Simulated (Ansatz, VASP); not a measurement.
**Pb: VASP beside Ansatz**

The input INCAR:

```
SYSTEM = Pb
ALGO = Normal
EDIFF = 1E-8
ENCUT = 520
GGA = CA
ISIF = 2
ISMEAR = -1
LASPH = .True.
LCHARG = .False.
LEFG = .True.
LREAL = .False.
LWAVE = .False.
NBANDS = 21
NELM = 100
PREC = Accurate
SIGMA = 0.05
```

Contents of KPOINTS:

```
k-points
0
Gamma
  8 8 8
  0 0 0
```

The input POSCAR:

```
Pb
1.0
    0.0000000000      3.3925213842      3.3925213842
    3.3925213842      0.0000000000      3.3925213842
    3.3925213842      3.3925213842      0.0000000000
Pb
2
Direct
    0.0000000000      0.0000000000      0.0000000000
    0.2500000000      0.2500000000      0.2500000000
```

Input for Ansatz:

```yaml
crystal:
  lattice:
    - [0.0, 3.3925213842, 3.3925213842]
    - [3.3925213842, 0.0, 3.3925213842]
    - [3.3925213842, 3.3925213842, 0.0]
  atoms:
    - { symbol: Pb, position: [0.0, 0.0, 0.0] }
    - { symbol: Pb, position: [0.25, 0.25, 0.25] }
kpoints:
  mp_grid: { grid: [8, 8, 8] }
scf:
  occupations: { method: fermi_dirac, width: 0.05 }
hamiltonian:
  xc: lda
  pseudopotentials: { kind: all_electron, datasets: crystal }
output:
  forces: true
  stress: true
  eigenvalues: true
  efg: { contact_densities: true }
```

Change from the starting cell: volume scaled by 0.96, crystal datasets.

Alike in both runs: task electric field gradients; functional LDA; k mesh 8 × 8 × 8; occupations fermi-dirac, width 0.05 eV; no spin polarisation.

```csv
,VASP,Ansatz
version,VASP 6.6.1,Ansatz 0.2.0
potentials or method,"VASP PAW LDA potentials, release 64 (Pb_d), cutoff 520 eV","all-electron PAW with datasets made for the crystal, scalar-relativistic"
```

Ansatz gave:

* pressure (GPa): 0.6

**Question.** What did VASP give for the same quantities?

**Answer.** Pressure (GPa): 0.7.

LDA's correlation is that of Perdew and Zunger in VASP and of Perdew and Wang (1992) in Ansatz. Ansatz ran all-electron here, and VASP with PAW potentials.

Neither program's run includes spin-orbit coupling.
